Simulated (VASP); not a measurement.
# TePb: single point with BLYP

TePb:

```xyz
2
Lattice="0.0000 3.2093 3.2093 3.2093 0.0000 3.2093 3.2093 3.2093 0.0000" Properties=species:S:1:pos:R:3 pbc="T T T"
Pb    0.0000    0.0000    0.0000
Te    3.2093    3.2093    3.2093
```

```
Program                : VASP 6.6.1
Task                   : single point
Functional             : BLYP
Potentials or basis    : VASP PAW PBE potentials, release 64 (Pb_d, Te)
Cutoff                 : 520 eV
k mesh                 : 7 × 7 × 7
Occupations            : fermi-dirac, width 0.05 eV
Spin                   : no spin polarisation
Dipole correction      : no
Further INCAR settings : ALGO = Normal; EDIFF = 1e-06; NBANDS = 17
```

```yaml
Pressure: 6.6 GPa
```

Levels at points of the mesh, in eV from the Fermi level:
| k point | band 8 | band 9 | band 10 | band 11 | band 12 | band 13 |
| --- | --- | --- | --- | --- | --- | --- |
| (0.00, 0.00, 0.00) | -1.88 | -1.88 | -1.88 | 3.58 | 3.58 | 3.58 |

Run time: 50 s on 1 thread of AMD EPYC 7R43 64-Core Processor (Zen 3), on a shared host, peak memory 0.17 GiB.

Caveat: this odd mesh misses L, where the gap lies, so gap, dielectric constants and Born charges aren't listed; the PAW data sets were made with another functional, which shifts forces and pressure a little; spin-orbit coupling is left out, which moves the levels of the heavy elements.
